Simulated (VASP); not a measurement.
# Si4IrPd (P4/mmm) in VASP: a series of runs

Runs on Si4IrPd. Level: PBE. Tasks: single point, relaxation of shape and atoms at fixed volume.

All numbers are computed with VASP 6.6.1; they aren't measurements. Logs are shortened: lines on timing, memory, paths and dates and some standing lists are left out, and cuts for length are marked.

### 1 The cell of the first run

Symmetry: P4/mmm, No. 123, tetragonal system. The conventional cell has a = 3.992 Å, b = 3.992 Å, c = 5.431 Å, α = 90.00°, β = 90.00°, γ = 90.00°. Within 3.2 Å of Si (site symmetry 2mm) lie 2 Ir at 2.41 Å and 2 Pd at 2.42 Å and 6 Si at 2.71 to 2.82 Å. Pd (site symmetry 4/mmm) has 8 Si at 2.42 Å within 3.2 Å. Ir (site symmetry 4/mmm) has 8 Si at 2.41 Å within 3.2 Å.

### 2 Single point, PBE (14.43 Å³/atom)

INCAR reads:

```
ALGO = Normal ; EDIFF = 1E-6
ENCUT = 520 ; GGA = PE
ISIF = 2 ; ISMEAR = 0
LASPH = True ; LCHARG = False
LREAL = False ; LWAVE = False
NBANDS = 26 ; NELM = 80
PREC = Accurate ; SIGMA = 0.1
```

KPOINTS reads:

```
k-points
0
Gamma
  8 8 6
```

POSCAR reads:

```
Si4IrPd
1.0
    3.9922205495      0.0000000000      0.0000000000
    0.0000000000      3.9922205495      0.0000000000
    0.0000000000      0.0000000000      5.4314525732
Si Pd Ir
4 1 1
Direct
    0.0000000000      0.5000000000      0.7509726137
    0.5000000000      0.0000000000      0.7509726137
    0.0000000000      0.5000000000      0.2490273863
    0.5000000000      0.0000000000      0.2490273863
    0.5000000000      0.5000000000      0.5000000000
    0.0000000000      0.0000000000      0.0000000000
```

Potentials or basis: VASP PAW PBE potentials, release 64 (Si, Pd, Ir).

On the command line:

```bash
cat potpaw_PBE.64/Si/POTCAR potpaw_PBE.64/Pd/POTCAR potpaw_PBE.64/Ir/POTCAR > POTCAR
mpirun -np 1 vasp_std > vasp.out
```

OUTCAR:

```text
EDIFF = 1E-6
   ENCUT = 520
   GGA = PE
   ISIF = 2
   ISMEAR = 0
   LASPH = True
   LREAL = False
   NELM = 80
   PREC = Accurate

 ion  position               nearest neighbor table
   1  0.000  0.500  0.751-   6 2.41   6 2.41   5 2.42   5 2.42   3 2.71   3 2.73   2 2.82   2 2.82
                             2 2.82   2 2.82
   2  0.500  0.000  0.751-   6 2.41   6 2.41   5 2.42   5 2.42   4 2.71   4 2.73   1 2.82   1 2.82
                             1 2.82   1 2.82
   3  0.000  0.500  0.249-   6 2.41   6 2.41   5 2.42   5 2.42   1 2.71   1 2.73   4 2.82   4 2.82
                             4 2.82   4 2.82
   4  0.500  0.000  0.249-   6 2.41   6 2.41   5 2.42   5 2.42   2 2.71   2 2.73   3 2.82   3 2.82
                             3 2.82   3 2.82
   5  0.500  0.500  0.500-   1 2.42   2 2.42   3 2.42   4 2.42   2 2.42   4 2.42   1 2.42   3 2.42

   6  0.000  0.000  0.000-   1 2.41   2 2.41   3 2.41   4 2.41   1 2.41   3 2.41   2 2.41   4 2.41

  LATTYP: Found a simple tetragonal cell.
 ALAT       =     3.9922205495
 C/A-ratio  =     1.3605091467

  Lattice vectors:

 A1 = (   3.9922205495,   0.0000000000,   0.0000000000)
 A2 = (   0.0000000000,   3.9922205495,   0.0000000000)
 A3 = (   0.0000000000,   0.0000000000,   5.4314525732)

Analysis of symmetry for initial positions (statically):
=====================================================================
 Subroutine PRICEL returns:
 Original cell was already a primitive cell.

 Routine SETGRP: Setting up the symmetry group for a
 simple tetragonal supercell.

 Subroutine GETGRP returns: Found 16 space group operations
 (whereof 16 operations were pure point group operations)
 out of a pool of 16 trial point group operations.

The static configuration has the point symmetry D_4h.

Analysis of symmetry for dynamics (positions and initial velocities):
=====================================================================
 Subroutine PRICEL returns:
 Original cell was already a primitive cell.

 Routine SETGRP: Setting up the symmetry group for a
 simple tetragonal supercell.

 Subroutine GETGRP returns: Found 16 space group operations
 (whereof 16 operations were pure point group operations)
 out of a pool of 16 trial point group operations.

The dynamic configuration has the point symmetry D_4h.

 Subroutine INISYM returns: Found 16 space group operations
 (whereof 16 operations are pure point group operations),
 and found     1 'primitive' translations

----------------------------------------------------------------------------------------

                                     Primitive cell

  volume of cell :      86.5655

  direct lattice vectors                    reciprocal lattice vectors
     3.992220549  0.000000000  0.000000000     0.250487163  0.000000000  0.000000000
     0.000000000  3.992220549  0.000000000     0.000000000  0.250487163  0.000000000
     0.000000000  0.000000000  5.431452573     0.000000000  0.000000000  0.184112811

  length of vectors
     3.992220549  3.992220549  5.431452573     0.250487163  0.250487163  0.184112811

  position of ions in fractional coordinates (direct lattice)
     0.000000000  0.500000000  0.750972614
     0.500000000  0.000000000  0.750972614
     0.000000000  0.500000000  0.249027386
     0.500000000  0.000000000  0.249027386
     0.500000000  0.500000000  0.500000000
     0.000000000  0.000000000  0.000000000

  ion indices of the primitive-cell ions
   primitive index   ion index
                 1           1
                 2           2
                 3           3
                 4           4
                 5           5
                 6           6

----------------------------------------------------------------------------------------

 KPOINTS: k-points

Automatic generation of k-mesh.
 Grid dimensions read from file:
 generate k-points for:    8    8    6

 Generating k-lattice:

  Cartesian coordinates                     Fractional coordinates (reciprocal lattice)
     0.031310895  0.000000000  0.000000000     0.125000000  0.000000000  0.000000000
     0.000000000  0.031310895  0.000000000     0.000000000  0.125000000  0.000000000
     0.000000000  0.000000000  0.030685468     0.000000000  0.000000000  0.166666667

  Length of vectors
     0.031310895  0.031310895  0.030685468

  Shift w.r.t. Gamma in fractional coordinates (k-lattice)
     0.000000000  0.000000000  0.000000000

 Subroutine IBZKPT returns following result:
 ===========================================

 Found     60 irreducible k-points:

 Following reciprocal coordinates:
            Coordinates               Weight
  0.000000  0.000000  0.000000      1.000000
  0.125000  0.000000  0.000000      4.000000
  0.250000  0.000000  0.000000      4.000000
  0.375000  0.000000  0.000000      4.000000
  0.500000  0.000000  0.000000      2.000000
  0.125000  0.125000  0.000000      4.000000
[... 16 lines left out ...]
  0.375000  0.125000  0.166667     16.000000
  0.500000  0.125000  0.166667      8.000000
 [... further k-points ...]
   k-points           NKPTS =     60   k-points in BZ     NKDIM =     60   number of bands    NBANDS=     26
   number of dos      NEDOS =    301   number of ions     NIONS =      6
   total plane-waves  NPLWV =  36000
   dimension x,y,z NGX =    30 NGY =   30 NGZ =   40
   dimension x,y,z NGXF=    60 NGYF=   60 NGZF=   80
   ions per type =               4   1   1
   NGX,Y,Z   is equivalent  to a cutoff of  12.49, 12.49, 12.24 a.u.
   NGXF,Y,Z  is equivalent  to a cutoff of  24.99, 24.99, 24.49 a.u.
 SYSTEM =  unknown system
   PREC   = accura    normal or accurate (medium, high low for compatibility)
   ISTART =      0    job   : 0-new  1-cont  2-samecut
   ICHARG =      2    charge: 1-file 2-atom 10-const
   ISPIN  =      1    spin polarized calculation?
   LNONCOLLINEAR =      F non collinear calculations
   LSORBIT =      F    spin-orbit coupling
   LASPH  =      T    aspherical Exc in radial PAW
   ENCUT  =  520.0 eV  38.22 Ry    6.18 a.u.   7.42  7.42 10.10*2*pi/ulx,y,z
   NELM   =     80;   NELMIN=  2; NELMDL= -5     # of ELM steps
   EDIFF  = 0.1E-05   stopping-criterion for ELM
   LREAL  =      F    real-space projection
   EDIFFG = 0.1E-04   stopping-criterion for IOM
   NSW    =      0    number of steps for IOM
   IBRION =     -1    ionic relax: 0-MD 1-quasi-New 2-CG
   NFREE  =      0    steps in history (QN), initial steepest desc. (CG)
   ISIF   =      2    stress and relaxation
   ISYM   =      2    0-nonsym 1-usesym 2-fastsym
   POTIM  = 0.5000    time-step for ionic-motion
   TEBEG  =    0.0;   TEEND  =   0.0 temperature during run
   PSTRESS=    0.0 pullay stress
   NELECT =      35.0000    total number of electrons
   NUPDOWN=      -1.0000    fix difference up-down
   EMIN   =  10.00;   EMAX   =-10.00  energy-range for DOS
   EFERMI =   0.00;   METHOD = LEGACY
   ISMEAR =     0;   SIGMA  =   0.10  broadening in eV -4-tet -1-fermi 0-gaus
   EFERMI_NEDOS =   21; number of points for ismear=-14 and -15
   IALGO  =     38    algorithm
   IMIX   =      4    mixing-type and parameters
     AMIX     =   0.40;   BMIX     =  1.00
     AMIX_MAG =   1.60;   BMIX_MAG =  1.00
  volume/ion in A,a.u.               =      14.43        97.36
  Fermi-wavevector in a.u.,A,eV,Ry     =   1.210549  2.287607 19.938382  1.465430
  Thomas-Fermi vector in A             =   2.346093
   LORBIT       =      0    0 simple, 1 ext, 2 COOP (PROOUT), +10 PAW based schemes
   GGA     = PE    functional components
   LHFCALC =     F    Hartree Fock is set to
   AEXX    =    0.0000 exact exchange contribution
   IVDW    =     0    specifies the selected vdW correction
   LEPSILON=     F    determine dielectric tensor
   LRPA    =     F    only Hartree local field effects (RPA)
 non-spin polarized calculation
 Gauss-broadening in eV      SIGMA  =   0.10
  energy-cutoff  :      520.00
  volume of cell :       86.57
 maximum number of plane-waves:      2373
 NGX is ok and might be reduce to    30
   NGX = 15   NGY = 15   NGZ = 21

 number of electron      34.9999998 magnetization

 Free energy of the ion-electron system (eV)
  ---------------------------------------------------
  ext. energy  EPLUGINS =         0.00000000
  ---------------------------------------------------
  free energy    TOTEN  =       -37.64144594 eV

  energy without entropy =      -37.63773136  energy(sigma->0) =      -37.63958865

 E-fermi :  10.4926     XC(G=0): -11.7425

 val. band max:       10.4732938072   @ k =   0.5000   0.0000   0.0000
 cond. band min:      10.5037829726   @ k =   0.1250   0.0000   0.3333
 fundamental gap:      0.0304891653
 Fermi energy:        10.4925870836

 k-point     1 :       0.0000    0.0000    0.0000
  band No.  band energies     occupation
      1      -3.0380      2.00000
      2       1.4030      2.00000
      3       1.4420      2.00000
      4       2.2272      2.00000
      5       3.6168      2.00000
      6       3.7112      2.00000
[... 18 lines left out ...]
     25      14.6354      0.00000
     26      14.6354      0.00000

 k-point     2 :       0.1250    0.0000    0.0000
  band No.  band energies     occupation
      1      -2.8855      2.00000
      2       1.3667      2.00000
      3       1.4300      2.00000
      4       2.3818      2.00000
      5       3.5022      2.00000
      6       3.6720      2.00000
[... 18 lines left out ...]
     25      15.3895      0.00000
     26      15.5925      0.00000

 k-point     3 :       0.2500    0.0000    0.0000
  band No.  band energies     occupation
      1      -2.4384      2.00000
      2       0.9838      2.00000
      3       1.5252      2.00000
      4       2.8477      2.00000
      5       3.0174      2.00000
      6       3.7806      2.00000
[... 572 lines left out ...]
 k-point    23 :       0.3750    0.1250    0.1667
  band No.  band energies     occupation
      1      -1.4604      2.00000
      2       0.3288      2.00000
      3       1.3712      2.00000
      4       2.2168      2.00000
      5       3.7007      2.00000
      6       4.0615      2.00000
[... 18 lines left out ...]
     25      16.0480      0.00000
     26      16.1943      0.00000

 k-point    24 :       0.5000    0.1250    0.1667
  band No.  band energies     occupation
      1      -0.7275      2.00000
      2      -0.4136      2.00000
      3       1.7518      2.00000
      4       1.7646      2.00000
      5       3.8124      2.00000
      6       4.0140      2.00000
[... 18 lines left out ...]
     25      16.0813      0.00000
     26      16.3443      0.00000

 [... further k-points ...]

------------------------ aborting loop because EDIFF is reached ----------------------------------------

  FORCE on cell =-STRESS in cart. coord.  units (eV):
  Direction    XX          YY          ZZ          XY          YZ          ZX
  --------------------------------------------------------------------------------------
  -------------------------------------------------------------------------------------
  Total        9.7735602      9.7735602      9.7642098      0.0000000      0.0000000      0.0000000
  in kB      180.8915714    180.8915714    180.7185113      0.0000000      0.0000000      0.0000000
  external PRESSURE =     180.8338847 kB  Pullay stress =       0.0000000 kB

 VOLUME and BASIS-vectors are now :
 -----------------------------------------------------------------------------
  energy-cutoff  :      520.00
  volume of cell :       86.57
      direct lattice vectors                 reciprocal lattice vectors
     3.992220549  0.000000000  0.000000000     0.250487163  0.000000000  0.000000000
     0.000000000  3.992220549  0.000000000     0.000000000  0.250487163  0.000000000
     0.000000000  0.000000000  5.431452573     0.000000000  0.000000000  0.184112811

 POSITION                                       TOTAL-FORCE (eV/Angst)
 -----------------------------------------------------------------------------------
      0.00000      1.99611      4.07887         0.000000      0.000000     -0.009552
      1.99611      0.00000      4.07887         0.000000     -0.000000     -0.009552
      0.00000      1.99611      1.35258        -0.000000      0.000000      0.009552
      1.99611      0.00000      1.35258        -0.000000     -0.000000      0.009552
      1.99611      1.99611      2.71573        -0.000000     -0.000000     -0.000000
      0.00000      0.00000      0.00000        -0.000000     -0.000000     -0.000000
 -----------------------------------------------------------------------------------
    total drift:                                0.000000      0.000000      0.000000

  FREE ENERGIE OF THE ION-ELECTRON SYSTEM (eV)
  ---------------------------------------------------
  free  energy   TOTEN  =       -37.6414459435 eV

  energy  without entropy=      -37.6377313553  energy(sigma->0) =      -37.63958865
```

Wall time 3.7 min (1 thread of Intel Xeon 8259CL, shared host); peak memory 0.28 GiB.

Results:

```
Free energy            : -37.6414 eV
Pressure               : 18.1 GPa
Largest force          : 0.010 eV/Å
Band gap on the k mesh : zero (an odd number of electrons rules out a gap without spin polarisation)
```

Forces in eV/Å, atoms in the order of the input:
```
Si   0.000  0.000 -0.010
Si   0.000  0.000 -0.010
Si   0.000  0.000  0.010
Si   0.000  0.000  0.010
Pd   0.000  0.000  0.000
Ir   0.000  0.000  0.000
```

Caveat: the cell stands under pressure; spin-orbit coupling is left out, which moves the levels of the heavy elements.

### 3 Single point, PBE

This run uses another cell than the first one, of 15.85 Å³/atom.

INCAR reads:

```
SYSTEM = Si4IrPd
PREC = Accurate
ENCUT = 520
EDIFF = 1E-6
ISMEAR = 0
SIGMA = 0.1
LREAL = .FALSE.
LASPH = .TRUE.
NELM = 100
ALGO = Normal
ISIF = 2
LWAVE = .FALSE.
LCHARG = .FALSE.
GGA = PE
NBANDS = 26
```

KPOINTS reads:

```
regular mesh
0
G
  8 8 6
  0 0 0
```

POSCAR reads:

```
Si4IrPd
1.0
    4.0840674567      0.0000000000      0.0000000000
    0.0000000000      4.0840674567      0.0000000000
    0.0000000000      0.0000000000      5.7031899643
Si Pd Ir
4 1 1
Direct
    0.0000000000      0.5000000000      0.7538045276
    0.5000000000      0.0000000000      0.7538045276
    0.0000000000      0.5000000000      0.2461954724
    0.5000000000      0.0000000000      0.2461954724
    0.5000000000      0.5000000000      0.5000000000
    0.0000000000      0.0000000000      0.0000000000
```

Potentials or basis: VASP PAW PBE potentials, release 64 (Si, Pd, Ir).

On the command line:

```bash
cat potpaw_PBE.64/Si/POTCAR potpaw_PBE.64/Pd/POTCAR potpaw_PBE.64/Ir/POTCAR > POTCAR
mpirun -np 1 vasp_std > vasp.out
```

It took 3.7 min on 1 thread of Intel Xeon 8259CL, shared host; peak memory 0.29 GiB.

The run converged. Its results:

```
Free energy            : -38.0824 eV
Pressure               : 0.0 GPa
Largest force          : 0.009 eV/Å
Band gap on the k mesh : zero (an odd number of electrons rules out a gap without spin polarisation)
```

Forces on the atoms (eV/Å):
```
Si   0.000  0.000 -0.009
Si   0.000  0.000 -0.009
Si   0.000  0.000  0.009
Si   0.000  0.000  0.009
Pd   0.000  0.000  0.000
Ir   0.000  0.000  0.000
```

Levels at points of the mesh, in eV from the Fermi level:
```
           k point  band 15  band 16  band 17  band 18  band 19  band 20  band 21  band 22
(0.00, 0.00, 0.00)    -2.87    -1.98     0.70     3.14     3.25     3.25     3.44     3.69
(0.50, 0.00, 0.00)    -2.61    -1.62    -0.56     0.23     1.31     2.55     2.70     2.70
(0.50, 0.50, 0.00)    -3.55    -3.46    -2.73    -2.67     1.17     1.17     2.97     3.66
(0.00, 0.00, 0.50)    -0.89    -0.86    -0.71    -0.34    -0.34     0.55     3.00     3.54
(0.50, 0.00, 0.50)    -0.94    -0.89    -0.84    -0.67     1.02     1.19     2.65     2.70
(0.50, 0.50, 0.50)    -3.35    -2.74    -2.28    -0.97     2.31     2.31     3.72     3.72
```

Caveat: spin-orbit coupling is left out, which moves the levels of the heavy elements.

### 4 Relaxation of shape and atoms at fixed volume, PBE (14.43 Å³/atom)

INCAR reads:

```
SYSTEM = Si4IrPd
ALGO = Normal
EDIFF = 1E-7
EDIFFG = -0.01
ENCUT = 600
GGA = PE
IBRION = 2
ISIF = 4
ISMEAR = 0
LASPH = .True.
LCHARG = .False.
LREAL = .False.
LWAVE = .False.
NELM = 80
NSW = 50
PREC = Accurate
SIGMA = 0.1
```

KPOINTS reads:

```
k-points
0
Gamma
  8 8 6
  0 0 0
```

POSCAR reads:

```
Si4IrPd
1.0
    3.9783090816      0.0000000000      0.0000000000
    0.0000000000      3.9783090816      0.0000000000
    0.0000000000      0.0000000000      5.4695047135
Si Pd Ir
4 1 1
Direct
    0.0000000000      0.5000000000      0.7518191916
    0.5000000000      0.0000000000      0.7518191916
    0.0000000000      0.5000000000      0.2481808084
    0.5000000000      0.0000000000      0.2481808084
    0.5000000000      0.5000000000      0.5000000000
    0.0000000000      0.0000000000      0.0000000000
```

On the command line:

```bash
cat potpaw_PBE.64/Si/POTCAR potpaw_PBE.64/Pd/POTCAR potpaw_PBE.64/Ir/POTCAR > POTCAR
mpirun -np 1 vasp_std > vasp.out
```

Run time: 8 min. Hardware: 1 thread of Intel Xeon 8259CL, shared host; peak memory 0.33 GiB.

The run converged. Its results:

```
Free energy               : -37.6417 eV
Energy gained by relaxing : 0.2 meV/atom
Ionic steps               : 5
Pressure after relaxing   : 18.1 GPa
Band gap on the k mesh    : zero (an odd number of electrons rules out a gap without spin polarisation)
```

Forces in eV/Å, atoms in the order of the input:
```
Si   0.000  0.000  0.003
Si   0.000  0.000  0.003
Si   0.000  0.000 -0.003
Si   0.000  0.000 -0.003
Pd   0.000  0.000  0.000
Ir   0.000  0.000  0.000
```

Stress tensor (GPa, compression positive):
```
18.16  0.00  0.00
 0.00 18.16  0.00
 0.00  0.00 18.02
```

The path:
```tsv
step	energy change (eV)	largest force (eV/Å)	pressure (GPa)	volume (Å³)
1	0.0000	0.0907	18.21	86.57
2	-0.0009	0.0021	18.13	86.57
3	-0.0009	0.0041	18.13	86.57
4	-0.0011	0.0038	18.12	86.57
5	-0.0013	0.0028	18.11	86.57
```

Final structure:
```xyz
6
Lattice="3.9853 0.0000 0.0000 0.0000 3.9853 0.0000 0.0000 0.0000 5.4503" Properties=species:S:1:pos:R:3 pbc="T T T"
Si    3.9853    1.9926    4.0928
Si    1.9926    0.0000    4.0928
Si    0.0000    1.9926    1.3576
Si    1.9926    3.9853    1.3576
Pd    1.9926    1.9926    2.7252
Ir    0.0000    0.0000    0.0000
```

Levels at points of the mesh, in eV from the Fermi level:
```
           k point  band 16  band 17  band 18  band 19  band 20  band 21
(0.00, 0.00, 0.00)    -1.55     0.86     3.01     3.15     3.15     3.49
(0.50, 0.00, 0.00)    -1.74    -0.73     0.00     1.25     2.65     2.91
(0.50, 0.50, 0.00)    -3.76    -3.18    -3.07     1.66     1.66     2.89
(0.00, 0.00, 0.50)    -0.80    -0.64    -0.64    -0.47     1.04     2.71
(0.50, 0.00, 0.50)    -1.13    -1.10    -0.97     1.10     1.13     2.79
(0.50, 0.50, 0.50)    -3.17    -2.55    -1.09     2.65     2.65     4.01
```

Caveat: spin-orbit coupling is left out, which moves the levels of the heavy elements.

### 5 Overview

| task | cell | cutoff (eV) | gap on the mesh (eV) | pressure (GPa) | largest force (eV/Å) |
| --- | --- | --- | --- | --- | --- |
| single point | a = 3.992, b = 3.992, c = 5.431 Å, 6 atoms, atomic positions A | 520 | none | 18.1 | 0.01 |
| single point | a = 4.084, b = 4.084, c = 5.703 Å, 6 atoms, atomic positions B | 520 | none | 0.0 | 0.01 |
| relaxation of shape and atoms at fixed volume | relaxed from a = 3.978, b = 3.978, c = 5.470 Å, 6 atoms, atomic positions C | 600 | none | 18.1 | - |

Alike in all rows: level PBE; potentials or basis VASP PAW PBE potentials, release 64 (Si, Pd, Ir); no spin polarisation; k mesh 8 × 8 × 6; smearing gaussian 0.1 eV.

Caveats: spin-orbit coupling is left out, which moves the levels of the heavy elements; the cell stands under pressure (at least some runs).

Total energies depend on the potentials used, so only differences within one code and one set of settings carry meaning.

The gap in the log of VASP goes by the Fermi energy; the results here count the filled bands.